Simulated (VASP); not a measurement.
# BeTe (F-43m) in VASP: settings compared

BeTe is run at these levels: LDA, PBE, PBEsol; tasks: single point.

Program: VASP 6.6.1. These are calculated values, not measurements. Logs are shortened: lines on timing, memory, paths and dates and some standing lists are left out, and cuts for length are marked.

### 1 The cell of the first run

The structure is cubic, space group F-43m (No. 216). Conventional cell: a = 5.555 Å, b = 5.555 Å, c = 5.555 Å, α = 90.00°, β = 90.00°, γ = 90.00°. Within 3.2 Å of Be (site symmetry -43m) lie 4 Te at 2.41 Å. Within 3.2 Å of Te (site symmetry -43m) lie 4 Be at 2.41 Å.

### 2 Single point, LDA

INCAR

```
SYSTEM = BeTe
ALGO     = Normal         ! electronic algorithm
EDIFF    = 1E-6           ! SCF threshold, eV
ENCUT    = 520            ! plane-wave cutoff, eV
GGA      = CA             ! functional
ISIF     = 2              ! what is computed and relaxed
ISMEAR   = -1             ! smearing method
LASPH    = .TRUE.         ! aspherical terms in the spheres
LCHARG   = .FALSE.        ! write CHGCAR
LREAL    = .FALSE.        ! projectors in reciprocal space
LWAVE    = .FALSE.        ! write WAVECAR
NBANDS   = 11             ! bands
NELM     = 100            ! most SCF steps
PREC     = Accurate       ! precision mode
SIGMA    = 0.02           ! smearing width, eV
```

KPOINTS

```
k-points
0
G
  8 8 8
  0 0 0
```

POSCAR

```
BeTe
1.0
    0.0000000000      2.7774348354      2.7774348354
    2.7774348354      0.0000000000      2.7774348354
    2.7774348354      2.7774348354      0.0000000000
Be Te
1 1
Direct
    0.0000000000      0.0000000000      0.0000000000
    0.2500000000      0.2500000000      0.2500000000
```

Potentials or basis: VASP PAW LDA potentials, release 64 (Be, Te).

Launch:

```bash
> cat potpaw_LDA.64/Be/POTCAR potpaw_LDA.64/Te/POTCAR > POTCAR
> mpirun -np 1 vasp_std > vasp.out
```

OUTCAR:

```text
SYSTEM = BeTe
   EDIFF = 1E-6
   ENCUT = 520
   GGA = CA
   ISIF = 2
   ISMEAR = -1
   LASPH = .TRUE.
   LREAL = .FALSE.
   NELM = 100
   PREC = Accurate

 ion  position               nearest neighbor table
   1  0.000  0.000  0.000-   2 2.41   2 2.41   2 2.41   2 2.41
   2  0.250  0.250  0.250-   1 2.41   1 2.41   1 2.41   1 2.41

  LATTYP: Found a face centered cubic cell.
 ALAT       =     5.5548696708

  Lattice vectors:

 A1 = (   0.0000000000,   2.7774348354,   2.7774348354)
 A2 = (   2.7774348354,   0.0000000000,   2.7774348354)
 A3 = (   2.7774348354,   2.7774348354,   0.0000000000)

Analysis of symmetry for initial positions (statically):
=====================================================================
 Subroutine PRICEL returns:
 Original cell was already a primitive cell.

 Routine SETGRP: Setting up the symmetry group for a
 face centered cubic supercell.

 Subroutine GETGRP returns: Found 24 space group operations
 (whereof 24 operations were pure point group operations)
 out of a pool of 48 trial point group operations.

The static configuration has the point symmetry T_d .

Analysis of symmetry for dynamics (positions and initial velocities):
=====================================================================
 Subroutine PRICEL returns:
 Original cell was already a primitive cell.

 Routine SETGRP: Setting up the symmetry group for a
 face centered cubic supercell.

 Subroutine GETGRP returns: Found 24 space group operations
 (whereof 24 operations were pure point group operations)
 out of a pool of 48 trial point group operations.

The dynamic configuration has the point symmetry T_d .

 Subroutine INISYM returns: Found 24 space group operations
 (whereof 24 operations are pure point group operations),
 and found     1 'primitive' translations

----------------------------------------------------------------------------------------

                                     Primitive cell

  volume of cell :      42.8511

  direct lattice vectors                    reciprocal lattice vectors
     0.000000000  2.777434835  2.777434835    -0.180022225  0.180022225  0.180022225
     2.777434835  0.000000000  2.777434835     0.180022225 -0.180022225  0.180022225
     2.777434835  2.777434835  0.000000000     0.180022225  0.180022225 -0.180022225

  length of vectors
     3.927886013  3.927886013  3.927886013     0.311807641  0.311807641  0.311807641

  position of ions in fractional coordinates (direct lattice)
     0.000000000  0.000000000  0.000000000
     0.250000000  0.250000000  0.250000000

  ion indices of the primitive-cell ions
   primitive index   ion index
                 1           1
                 2           2

----------------------------------------------------------------------------------------

 KPOINTS: k-points

Automatic generation of k-mesh.
 Grid dimensions read from file:
 generate k-points for:    8    8    8

 Generating k-lattice:

  Cartesian coordinates                     Fractional coordinates (reciprocal lattice)
    -0.022502778  0.022502778  0.022502778     0.125000000  0.000000000  0.000000000
     0.022502778 -0.022502778  0.022502778     0.000000000  0.125000000  0.000000000
     0.022502778  0.022502778 -0.022502778     0.000000000  0.000000000  0.125000000

  Length of vectors
     0.038975955  0.038975955  0.038975955

  Shift w.r.t. Gamma in fractional coordinates (k-lattice)
     0.000000000  0.000000000  0.000000000

 Subroutine IBZKPT returns following result:
 ===========================================

 Found     29 irreducible k-points:

 Following reciprocal coordinates:
            Coordinates               Weight
  0.000000  0.000000  0.000000      1.000000
  0.125000  0.000000  0.000000      8.000000
  0.250000  0.000000  0.000000      8.000000
  0.375000  0.000000  0.000000      8.000000
  0.500000  0.000000  0.000000      4.000000
  0.125000  0.125000  0.000000      6.000000
[... 16 lines left out ...]
  0.500000  0.250000  0.125000     48.000000
 -0.375000  0.250000  0.125000     24.000000
 [... further k-points ...]
   k-points           NKPTS =     29   k-points in BZ     NKDIM =     29   number of bands    NBANDS=     11
   number of dos      NEDOS =    301   number of ions     NIONS =      2
   total plane-waves  NPLWV =  27000
   dimension x,y,z NGX =    30 NGY =   30 NGZ =   30
   dimension x,y,z NGXF=    60 NGYF=   60 NGZF=   60
   ions per type =               1   1
   NGX,Y,Z   is equivalent  to a cutoff of  12.70, 12.70, 12.70 a.u.
   NGXF,Y,Z  is equivalent  to a cutoff of  25.39, 25.39, 25.39 a.u.
 SYSTEM =  BeTe
   PREC   = accura    normal or accurate (medium, high low for compatibility)
   ISTART =      0    job   : 0-new  1-cont  2-samecut
   ICHARG =      2    charge: 1-file 2-atom 10-const
   ISPIN  =      1    spin polarized calculation?
   LNONCOLLINEAR =      F non collinear calculations
   LSORBIT =      F    spin-orbit coupling
   LASPH  =      T    aspherical Exc in radial PAW
   ENCUT  =  520.0 eV  38.22 Ry    6.18 a.u.   7.30  7.30  7.30*2*pi/ulx,y,z
   NELM   =    100;   NELMIN=  2; NELMDL= -5     # of ELM steps
   EDIFF  = 0.1E-05   stopping-criterion for ELM
   LREAL  =      F    real-space projection
   EDIFFG = 0.1E-04   stopping-criterion for IOM
   NSW    =      0    number of steps for IOM
   IBRION =     -1    ionic relax: 0-MD 1-quasi-New 2-CG
   NFREE  =      0    steps in history (QN), initial steepest desc. (CG)
   ISIF   =      2    stress and relaxation
   ISYM   =      2    0-nonsym 1-usesym 2-fastsym
   POTIM  = 0.5000    time-step for ionic-motion
   TEBEG  =    0.0;   TEEND  =   0.0 temperature during run
   PSTRESS=    0.0 pullay stress
   NELECT =       8.0000    total number of electrons
   NUPDOWN=      -1.0000    fix difference up-down
   EMIN   =  10.00;   EMAX   =-10.00  energy-range for DOS
   EFERMI =   0.00;   METHOD = LEGACY
   ISMEAR =    -1;   SIGMA  =   0.02  broadening in eV -4-tet -1-fermi 0-gaus
   EFERMI_NEDOS =   21; number of points for ismear=-14 and -15
   IALGO  =     38    algorithm
   IMIX   =      4    mixing-type and parameters
     AMIX     =   0.40;   BMIX     =  1.00
     AMIX_MAG =   1.60;   BMIX_MAG =  1.00
  volume/ion in A,a.u.               =      21.43       144.59
  Fermi-wavevector in a.u.,A,eV,Ry     =   0.935659  1.768139 11.911327  0.875458
  Thomas-Fermi vector in A             =   2.062589
   LORBIT       =      0    0 simple, 1 ext, 2 COOP (PROOUT), +10 PAW based schemes
   GGA     = CA    functional components
   LHFCALC =     F    Hartree Fock is set to
   AEXX    =    0.0000 exact exchange contribution
   IVDW    =     0    specifies the selected vdW correction
   LEPSILON=     F    determine dielectric tensor
   LRPA    =     F    only Hartree local field effects (RPA)
 non-spin polarized calculation
  energy-cutoff  :      520.00
  volume of cell :       42.85
 maximum number of plane-waves:      1174
 NGX is ok and might be reduce to    30
   NGX = 15   NGY = 15   NGZ = 15

 number of electron       7.9999999 magnetization

 Free energy of the ion-electron system (eV)
  ---------------------------------------------------
  ext. energy  EPLUGINS =         0.00000000
  ---------------------------------------------------
  free energy    TOTEN  =        -8.72650890 eV

  energy without entropy =       -8.72650890  energy(sigma->0) =       -8.72650890

 E-fermi :   5.7909     XC(G=0):  -9.4307

 val. band max:        5.4165172330   @ k =   0.0000   0.0000   0.0000
 cond. band min:       7.1869961678   @ k =   0.5000   0.5000   0.0000
 fundamental gap:      1.7704789348
 Fermi energy:         5.7908568504

 k-point     1 :       0.0000    0.0000    0.0000
  band No.  band energies     occupation
      1      -7.1797      2.00000
      2       5.4165      2.00000
      3       5.4165      2.00000
      4       5.4165      2.00000
      5       8.9660      0.00000
      6       8.9660      0.00000
      7       8.9660      0.00000
      8       9.4464      0.00000
      9      13.6583      0.00000
     10      15.7399      0.00000
     11      15.7399      0.00000

 k-point     2 :       0.1250    0.0000    0.0000
  band No.  band energies     occupation
      1      -7.0240      2.00000
      2       4.0440      2.00000
      3       5.1630      2.00000
      4       5.1630      2.00000
      5       8.9714      0.00000
      6       9.3283      0.00000
      7       9.3283      0.00000
      8      10.7077      0.00000
      9      14.0599      0.00000
     10      14.7245      0.00000
     11      14.7245      0.00000

 k-point     3 :       0.2500    0.0000    0.0000
  band No.  band energies     occupation
      1      -6.5923      2.00000
      2       1.9514      2.00000
      3       4.6970      2.00000
      4       4.6970      2.00000
      5       8.7865      0.00000
      6       9.8728      0.00000
      7       9.8728      0.00000
      8      12.5574      0.00000
      9      14.3926      0.00000
     10      14.4411      0.00000
     11      14.4411      0.00000

 k-point     4 :       0.3750    0.0000    0.0000
  band No.  band energies     occupation
      1      -6.0367      2.00000
      2       0.2892      2.00000
      3       4.3423      2.00000
      4       4.3423      2.00000
      5       8.6358      0.00000
      6       9.9920      0.00000
      7       9.9920      0.00000
      8      13.1247      0.00000
      9      15.2735      0.00000
     10      15.5248      0.00000
     11      15.5248      0.00000
[... 239 lines left out ...]
 k-point    22 :       0.3750    0.2500    0.1250
  band No.  band energies     occupation
      1      -6.2344      2.00000
      2       1.7123      2.00000
      3       3.0302      2.00000
      4       4.1140      2.00000
      5       8.9344      0.00000
      6      10.3862      0.00000
      7      10.7035      0.00000
      8      11.7562      0.00000
      9      14.5681      0.00000
     10      15.9714      0.00000
     11      16.6424      0.00000

 k-point    23 :       0.5000    0.2500    0.1250
  band No.  band energies     occupation
      1      -5.7390      2.00000
      2       0.5954      2.00000
      3       2.4819      2.00000
      4       3.6259      2.00000
      5       9.3940      0.00000
      6      10.1074      0.00000
      7      11.3483      0.00000
      8      12.3885      0.00000
      9      15.2705      0.00000
     10      15.8193      0.00000
     11      17.7111      0.00000

 k-point    24 :      -0.3750    0.2500    0.1250
  band No.  band energies     occupation
      1      -5.4859      2.00000
      2       0.0661      2.00000
      3       2.3764      2.00000
      4       3.3865      2.00000
      5       9.5366      0.00000
      6       9.8189      0.00000
      7      12.1634      0.00000
      8      13.2218      0.00000
      9      13.8914      0.00000
     10      16.9924      0.00000
     11      17.3499      0.00000

 [... further k-points ...]
[... 5 lines left out ...]
  --------------------------------------------------------------------------------------
  -------------------------------------------------------------------------------------
  Total        0.0719546      0.0719546      0.0719546      0.0000000      0.0000000      0.0000000
  in kB        2.6903408      2.6903408      2.6903408      0.0000000      0.0000000      0.0000000
  external PRESSURE =       2.6903408 kB  Pullay stress =       0.0000000 kB

 VOLUME and BASIS-vectors are now :
 -----------------------------------------------------------------------------
  energy-cutoff  :      520.00
  volume of cell :       42.85
      direct lattice vectors                 reciprocal lattice vectors
     0.000000000  2.777434835  2.777434835    -0.180022225  0.180022225  0.180022225
     2.777434835  0.000000000  2.777434835     0.180022225 -0.180022225  0.180022225
     2.777434835  2.777434835  0.000000000     0.180022225  0.180022225 -0.180022225

 POSITION                                       TOTAL-FORCE (eV/Angst)
 -----------------------------------------------------------------------------------
      0.00000      0.00000      0.00000        -0.000000     -0.000000     -0.000000
      1.38872      1.38872      1.38872         0.000000      0.000000      0.000000
 -----------------------------------------------------------------------------------
    total drift:                                0.000000      0.000000      0.000000

  FREE ENERGIE OF THE ION-ELECTRON SYSTEM (eV)
  ---------------------------------------------------
  free  energy   TOTEN  =        -8.7265088988 eV

  energy  without entropy=       -8.7265088988  energy(sigma->0) =       -8.72650890
```

Run time: 5.7 s. Hardware: 1 thread of Intel Xeon 6975P-C (Granite Rapids), shared host; peak memory 0.15 GiB.

What came out:

```yaml
Free_energy: -8.7265 eV
Pressure: 0.3 GPa
Band_gap_on_the_k_mesh: 1.77 eV, indirect (least direct gap 3.55 eV)
```

Levels at points of the mesh, in eV from the valence-band top:
| k point | band 1 | band 2 | band 3 | band 4 | band 5 | band 6 | band 7 | band 8 | band 9 |
| --- | --- | --- | --- | --- | --- | --- | --- | --- | --- |
| (0.00, 0.00, 0.00) | -12.60 | 0.00 | 0.00 | 0.00 | 3.55 | 3.55 | 3.55 | 4.03 | 8.24 |
| (0.50, 0.00, 0.00) | -11.16 | -5.80 | -1.20 | -1.20 | 3.17 | 4.54 | 4.54 | 7.63 | 10.92 |
| (0.50, 0.50, 0.00) | -10.63 | -5.30 | -2.80 | -2.80 | 1.77 | 2.59 | 9.86 | 9.86 | 11.61 |

Caveat: spin-orbit coupling is left out, which moves the levels of the heavy elements. A k mesh can miss the band edges.

(Continued in part 2 of 3.)
